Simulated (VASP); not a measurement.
# Ni (Pm-3m) in VASP: notebook

The runs below take Ni through single point, relaxation of cell and atoms, with PBEsol.

Program: VASP 6.6.1. These are calculated values, not measurements. Logs are shortened: lines on timing, memory, paths and dates and some standing lists are left out, and cuts for length are marked.

## (1) The cell of the first run

It takes space group Pm-3m (No. 221, cubic). Conventional cell: a = 2.294 Å, b = 2.294 Å, c = 2.294 Å, α = 90.00°, β = 90.00°, γ = 90.00°. Within 3.0 Å of Ni (site symmetry m-3m) lie 6 Ni at 2.29 Å.

This isn't the form of Ni at room conditions, which is fcc.

## (2) Single point, PBEsol, collinear spin, ferromagnetic start

The input, INCAR:

```
  PREC = Accurate
  ENCUT = 520
  EDIFF = 1E-7
  ISMEAR = 0
  SIGMA = 0.1
  LREAL = False
  LASPH = True
  NELM = 150
  ALGO = Normal
  ISIF = 2
  LWAVE = False
  LCHARG = False
  ISPIN = 2
  MAGMOM = 0.74
  LORBIT = 11
  LMAXMIX = 4
  GGA = PS
  NBANDS = 15
```

The input, KPOINTS:

```
Automatic mesh
0
Gamma
  8 8 8
```

The input, POSCAR:

```
Ni
1.0
    2.2938224753      0.0000000000      0.0000000000
    0.0000000000      2.2938224753      0.0000000000
    0.0000000000      0.0000000000      2.2938224753
Ni
1
Direct
    0.0000000000      0.0000000000      0.0000000000
```

Potentials or basis: VASP PAW PBE potentials, release 64 (Ni).

Started as:

```console
cat potpaw_PBE.64/Ni/POTCAR > POTCAR
mpirun -np 1 vasp_std > vasp.out
```

OUTCAR:

```text
PREC = Accurate
   ENCUT = 520
   EDIFF = 1E-7
   ISMEAR = 0
   LREAL = False
   LASPH = True
   NELM = 150
   ISIF = 2
   ISPIN = 2
   LORBIT = 11
   GGA = PS

 ion  position               nearest neighbor table
   1  0.000  0.000  0.000-

  LATTYP: Found a simple cubic cell.
 ALAT       =     2.2938224753

  Lattice vectors:

 A1 = (   2.2938224753,   0.0000000000,   0.0000000000)
 A2 = (   0.0000000000,   2.2938224753,   0.0000000000)
 A3 = (   0.0000000000,   0.0000000000,   2.2938224753)

Analysis of symmetry for initial positions (statically):
=====================================================================
 Subroutine PRICEL returns:
 Original cell was already a primitive cell.

 Routine SETGRP: Setting up the symmetry group for a
 simple cubic supercell.

 Subroutine GETGRP returns: Found 48 space group operations
 (whereof 48 operations were pure point group operations)
 out of a pool of 48 trial point group operations.

The static configuration has the point symmetry O_h .

Analysis of symmetry for dynamics (positions and initial velocities):
=====================================================================
 Subroutine PRICEL returns:
 Original cell was already a primitive cell.

 Routine SETGRP: Setting up the symmetry group for a
 simple cubic supercell.

 Subroutine GETGRP returns: Found 48 space group operations
 (whereof 48 operations were pure point group operations)
 out of a pool of 48 trial point group operations.

The dynamic configuration has the point symmetry O_h .

Analysis of structural, dynamic, and magnetic symmetry:
=====================================================================
 Subroutine PRICEL returns:
 Original cell was already a primitive cell.

 Routine SETGRP: Setting up the symmetry group for a
 simple cubic supercell.

 Subroutine GETGRP returns: Found 48 space group operations
 (whereof 48 operations were pure point group operations)
 out of a pool of 48 trial point group operations.

The overall configuration has the point symmetry O_h .

 Subroutine INISYM returns: Found 48 space group operations
 (whereof 48 operations are pure point group operations),
 and found     1 'primitive' translations

----------------------------------------------------------------------------------------

                                     Primitive cell

  volume of cell :      12.0692

  direct lattice vectors                    reciprocal lattice vectors
[... 124 lines left out ...]
 number of electron      10.0000005 magnetization       0.6965802

 Free energy of the ion-electron system (eV)
  ---------------------------------------------------
  ext. energy  EPLUGINS =         0.00000000
  ---------------------------------------------------
  free energy    TOTEN  =        -5.37637590 eV

  energy without entropy =       -5.36827887  energy(sigma->0) =       -5.37232739

 E-fermi :   7.8873     XC(G=0): -12.7380

 val. band max:        7.8428791551   @ k =   0.1250   0.1250   0.1250
 cond. band min:       7.8910884234   @ k =   0.2500   0.1250   0.1250
 fundamental gap:      0.0482092683
 Fermi energy:         7.8873335242

 spin component 1

 k-point     1 :       0.0000    0.0000    0.0000
  band No.  band energies     occupation
      1      -0.5029      1.00000
      2       3.9255      1.00000
      3       3.9255      1.00000
      4       7.4248      1.00000
      5       7.4248      1.00000
      6       7.4248      1.00000
      7      27.6939      0.00000
      8      27.6939      0.00000
      9      27.6939      0.00000
     10      31.5657      0.00000
     11      31.5657      0.00000
     12      35.9906      0.00000
     13      50.2610      0.00000
     14      50.2610      0.00000
[... 403 lines left out ...]
      4       6.2353      1.00000
      5       7.5156      1.00000
      6      12.6320      0.00000
      7      13.0213      0.00000
      8      21.3665      0.00000
      9      21.7557      0.00000
     10      33.2437      0.00000
     11      35.1018      0.00000
     12      39.3654      0.00000
     13      43.7191      0.00000
     14      46.6489      0.00000
     15      48.8500      0.00000

 [... further k-points ...]

 spin component 2

 k-point     1 :       0.0000    0.0000    0.0000
  band No.  band energies     occupation
      1      -0.4341      1.00000
      2       4.5645      1.00000
      3       4.5645      1.00000
      4       8.1864      0.00001
      5       8.1864      0.00001
      6       8.1864      0.00001
      7      27.8003      0.00000
      8      27.8003      0.00000
      9      27.8003      0.00000
     10      31.7600      0.00000
     11      31.7600      0.00000
     12      36.0666      0.00000
     13      50.3348      0.00000
     14      50.3348      0.00000
[... 403 lines left out ...]
      4       6.9147      1.00000
      5       8.2601      0.00000
      6      12.8169      0.00000
      7      13.2780      0.00000
      8      21.5363      0.00000
      9      22.0357      0.00000
     10      33.3040      0.00000
     11      35.2547      0.00000
     12      39.4063      0.00000
     13      44.0040      0.00000
     14      46.7076      0.00000
     15      49.0679      0.00000

 [... further k-points ...]

------------------------ aborting loop because EDIFF is reached ----------------------------------------

  FORCE on cell =-STRESS in cart. coord.  units (eV):
  Direction    XX          YY          ZZ          XY          YZ          ZX
  --------------------------------------------------------------------------------------
  -------------------------------------------------------------------------------------
  Total       -0.0023555     -0.0023555     -0.0023555      0.0000000      0.0000000      0.0000000
  in kB       -0.3126840     -0.3126840     -0.3126840      0.0000000      0.0000000      0.0000000
  external PRESSURE =      -0.3126840 kB  Pullay stress =       0.0000000 kB

 VOLUME and BASIS-vectors are now :
 -----------------------------------------------------------------------------
  energy-cutoff  :      520.00
  volume of cell :       12.07
      direct lattice vectors                 reciprocal lattice vectors
     2.293822475  0.000000000  0.000000000     0.435953528  0.000000000  0.000000000
     0.000000000  2.293822475  0.000000000     0.000000000  0.435953528  0.000000000
     0.000000000  0.000000000  2.293822475     0.000000000  0.000000000  0.435953528

 POSITION                                       TOTAL-FORCE (eV/Angst)
 -----------------------------------------------------------------------------------
      0.00000      0.00000      0.00000         0.000000      0.000000      0.000000
 -----------------------------------------------------------------------------------
    total drift:                                0.000000      0.000000     -0.000000

  FREE ENERGIE OF THE ION-ELECTRON SYSTEM (eV)
  ---------------------------------------------------
  free  energy   TOTEN  =        -5.3763758977 eV

  energy  without entropy=       -5.3682788727  energy(sigma->0) =       -5.37232739

 total charge

# of ion       s       p       d       tot
------------------------------------------
    1        0.532   0.419   8.366   9.317

 magnetization (x)

# of ion       s       p       d       tot
------------------------------------------
    1        0.002   0.006   0.687   0.695
```

stdout:

```text
POSCAR found type information on POSCAR Ni
 POSCAR found :  1 types and       1 ions
 scaLAPACK will be used
 -----------------------------------------------------------------------------
|                                                                             |
|                                                                             |
|     You enforced a specific xc type in the INCAR file but a different       |
|     I HOPE YOU KNOW WHAT YOU ARE DOING!                                     |
|                                                                             |
 -----------------------------------------------------------------------------

 LDA part: xc-table for (Slater+PW92), standard interpolation
 POSCAR, INCAR and KPOINTS ok, starting setup
 FFT: planning ... GRIDC
 FFT: planning ... GRID_SOFT
 FFT: planning ... GRID
 WAVECAR not read
 entering main loop
```

Wall time 27 s (1 thread of Intel Xeon 8259CL, shared host); peak memory 0.13 GiB.

Results:

```
Free energy                                           : -5.3764 eV
Pressure                                              : 0.0 GPa
Net moment                                            : 0.70 μB per cell
Site moments                                          : Ni +0.69 μB
Valence electrons inside the program's atomic spheres : Ni 9.32
```

Caveat: the PAW data sets were made with another functional, which shifts forces and pressure a little.

## (3) Relaxation of cell and atoms, PBEsol, collinear spin, ferromagnetic start

This run uses another cell than the first one, of 11.10 Å³/atom.

The input, INCAR:

```
  ALGO = Fast
  EDIFF = 1E-7
  EDIFFG = -0.04
  ENCUT = 600
  GGA = PS
  IBRION = 2
  ISIF = 3
  ISMEAR = 0
  ISPIN = 2
  LASPH = T
  LCHARG = F
  LMAXMIX = 4
  LORBIT = 11
  LREAL = F
  LWAVE = F
  MAGMOM = 0.74
  NELM = 150
  NSW = 90
  PREC = Accurate
  SIGMA = 0.1
```

The input, KPOINTS:

```
k-points
0
Gamma
  8 8 8
```

The input, POSCAR:

```
Ni
1.0
    2.2304398288      0.0000000000      0.0000000000
    0.0000000000      2.2304398288      0.0000000000
    0.0000000000      0.0000000000      2.2304398288
Ni
1
Direct
    0.0000000000      0.0000000000      0.0000000000
```

Potentials or basis: VASP PAW PBE potentials, release 64 (Ni).

Started as:

```console
cat potpaw_PBE.64/Ni/POTCAR > POTCAR
mpirun -np 1 vasp_std > vasp.out
```

OUTCAR:

```text
EDIFF = 1E-7
   EDIFFG = -0.04
   ENCUT = 600
   GGA = PS
   IBRION = 2
   ISIF = 3
   ISMEAR = 0
   ISPIN = 2
   LASPH = T
   LORBIT = 11
   LREAL = F
   NELM = 150
   NSW = 90
   PREC = Accurate

 ion  position               nearest neighbor table
   1  0.000  0.000  0.000-

  LATTYP: Found a simple cubic cell.
 ALAT       =     2.2304398288

  Lattice vectors:

 A1 = (   2.2304398288,   0.0000000000,   0.0000000000)
 A2 = (   0.0000000000,   2.2304398288,   0.0000000000)
 A3 = (   0.0000000000,   0.0000000000,   2.2304398288)

Analysis of symmetry for initial positions (statically):
=====================================================================
 Subroutine PRICEL returns:
 Original cell was already a primitive cell.

 Routine SETGRP: Setting up the symmetry group for a
 simple cubic supercell.

 Subroutine GETGRP returns: Found 48 space group operations
 (whereof 48 operations were pure point group operations)
 out of a pool of 48 trial point group operations.

The static configuration has the point symmetry O_h .

Analysis of symmetry for dynamics (positions and initial velocities):
=====================================================================
 Subroutine PRICEL returns:
 Original cell was already a primitive cell.

 Routine SETGRP: Setting up the symmetry group for a
 simple cubic supercell.

 Subroutine GETGRP returns: Found 48 space group operations
 (whereof 48 operations were pure point group operations)
[... 235 lines left out ...]
--------------------------------------- Ionic step        3  -------------------------------------------

 number of electron      10.0000006 magnetization       0.6966004

 Free energy of the ion-electron system (eV)
  ---------------------------------------------------
  ext. energy  EPLUGINS =         0.00000000
  ---------------------------------------------------
  free energy    TOTEN  =        -5.37567219 eV

  energy without entropy =       -5.36757570  energy(sigma->0) =       -5.37162394

 E-fermi :   7.8851     XC(G=0): -12.7371

 val. band max:        7.8406581355   @ k =   0.1250   0.1250   0.1250
 cond. band min:       7.8888513668   @ k =   0.2500   0.1250   0.1250
 fundamental gap:      0.0481932313
 Fermi energy:         7.8850934914

 spin component 1

 k-point     1 :       0.0000    0.0000    0.0000
  band No.  band energies     occupation
      1      -0.5041      1.00000
      2       3.9240      1.00000
      3       3.9240      1.00000
      4       7.4225      1.00000
      5       7.4225      1.00000
      6       7.4225      1.00000
      7      27.6898      0.00000
      8      27.6898      0.00000
      9      27.6898      0.00000
[... 265 lines left out ...]
 k-point    24 :       0.5000    0.3750    0.1250
  band No.  band energies     occupation
      1       3.6972      1.00000
      2       5.0751      1.00000
      3       6.0499      1.00000
      4       6.2333      1.00000
      5       7.5133      1.00000
      6      12.6294      0.00000
      7      13.0183      0.00000
      8      21.3632      0.00000
      9      21.7512      0.00000

 [... further k-points ...]

 spin component 2

 k-point     1 :       0.0000    0.0000    0.0000
  band No.  band energies     occupation
      1      -0.4353      1.00000
      2       4.5631      1.00000
      3       4.5631      1.00000
      4       8.1841      0.00001
      5       8.1841      0.00001
      6       8.1841      0.00001
      7      27.7962      0.00000
      8      27.7962      0.00000
      9      27.7962      0.00000
[... 304 lines left out ...]
  FREE ENERGIE OF THE ION-ELECTRON SYSTEM (eV)
  ---------------------------------------------------
  free  energy   TOTEN  =        -5.3756721889 eV

  energy  without entropy=       -5.3675756999  energy(sigma->0) =       -5.37162394

 reached required accuracy - stopping structural energy minimisation

 total charge

# of ion       s       p       d       tot
------------------------------------------
    1        0.532   0.419   8.366   9.317

 magnetization (x)

# of ion       s       p       d       tot
------------------------------------------
    1        0.002   0.006   0.687   0.695
```

OSZICAR:

```text
N       E                     dE             d eps       ncg     rms          rms(c)
DAV:   1     0.265119369854E+02    0.26512E+02   -0.53687E+03  1284   0.163E+03
DAV:   2    -0.576941778054E+01   -0.32281E+02   -0.31284E+02  1280   0.180E+02
DAV:   3    -0.623994549743E+01   -0.47053E+00   -0.46896E+00  1520   0.291E+01
[... 36 lines left out ...]
RMM:   7    -0.537567291471E+01   -0.37965E-04   -0.36285E-04  1340   0.220E-01    0.457E-02
RMM:   8    -0.537567134389E+01    0.15708E-05   -0.59818E-05  1338   0.105E-01    0.153E-02
RMM:   9    -0.537567205184E+01   -0.70795E-06   -0.11576E-05  1351   0.390E-02    0.107E-02
RMM:  10    -0.537567185186E+01    0.19998E-06   -0.22212E-06  1290   0.194E-02    0.446E-03
RMM:  11    -0.537567217781E+01   -0.32595E-06   -0.61323E-07  1042   0.753E-03    0.134E-03
RMM:  12    -0.537567218893E+01   -0.11124E-07   -0.63116E-08   809   0.304E-03
   3 F= -.53756722E+01 E0= -.53716239E+01  d E =-.461048E-01  mag=     0.6966
```

CONTCAR:

```text
Ni
   1.00000000000000
     2.2939426168032031    0.0000000000000000   -0.0000000000000000
     0.0000000000000000    2.2939426168032031    0.0000000000000000
     0.0000000000000000    0.0000000000000000    2.2939426168032031
  Ni
     1
Direct
     0.0000000000000000    0.0000000000000000    0.0000000000000000

  0.00000000E+00  0.00000000E+00  0.00000000E+00
```

It took 52 s on 1 thread of Intel Xeon 8259CL, shared host; peak memory 0.13 GiB.

What came out:

```yaml
Free_energy: -5.3757 eV
Relaxed_volume: 12.07 Å³/atom
Relaxed_cell: a = 2.294 Å, b = 2.294 Å, c = 2.294 Å, α = 90.00°, β = 90.00°, γ = 90.00°
Space_group_after_relaxing_to_0.1_Å: Pm-3m (No. 221)
Energy_gained_by_relaxing: 46.1 meV/atom
Ionic_steps: 3
Pressure_after_relaxing: -0.1 GPa
Net_moment: 0.70 μB per cell
Site_moments: Ni +0.69 μB
Valence_electrons_inside_the_program's_atomic_spheres: Ni 9.32
```

Step by step:
```tsv
step	energy change (eV)	largest force (eV/Å)	pressure (GPa)	volume (Å³)
1	0.0000	0.0000	16.58	11.10
2	-0.0108	0.0000	-10.70	13.04
3	-0.0461	0.0000	-0.13	12.07
```

Final structure:
```
Ni
1.0
     2.29394    0.00000    0.00000
     0.00000    2.29394    0.00000
     0.00000    0.00000    2.29394
Ni
1
Cartesian
  0.0000 0.0000 0.0000
```

Caveat: the PAW data sets were made with another functional, which shifts forces and pressure a little.

(Continued in part 2 of 2.)
